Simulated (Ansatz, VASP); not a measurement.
Two plane-wave programs on GaC2

```xyz
6
Lattice="2.8437 0.0000 0.0000 0.0000 2.8437 0.0000 0.0000 0.0000 8.2680" Properties=species:S:1:pos:R:3 pbc="T T T"
Ga    0.0000    1.4218    5.3331
Ga    1.4218    0.0000    2.9350
C     0.0000    0.0000    0.0000
C     1.4218    1.4218    0.0000
C     0.0000    1.4218    3.0598
C     1.4218    0.0000    5.2082
```

Alike in both runs: functional PBE; k mesh 14 × 14 × 6; occupations gaussian, width 0.1 eV; no spin polarisation.

Ansatz relaxed the structure, and its values are those at the end. VASP's run is a single point on that final structure, the one shown.

```csv
,VASP,Ansatz
version,VASP 6.6.1,Ansatz 0.2.0
potentials or method,"VASP PAW PBE potentials, release 64 (Ga_d, C), cutoff 520 eV","scalar-relativistic, plane waves, PAW"
valence electrons in the cell,42,42
```

Ansatz gave:

| Property | Result |
| --- | --- |
| gap on the k mesh at the Fermi level (eV) | none |
| pressure (GPa) | 0.0 |
| rms of the force components (eV/Å) | 0.000 |

What did VASP give for the same quantities?

gap on the k mesh at the Fermi level (eV): none; pressure (GPa): 0.2; rms of the force components (eV/Å): 0.006.

A gap of «none» marks a metal or a gap that the smearing closes.
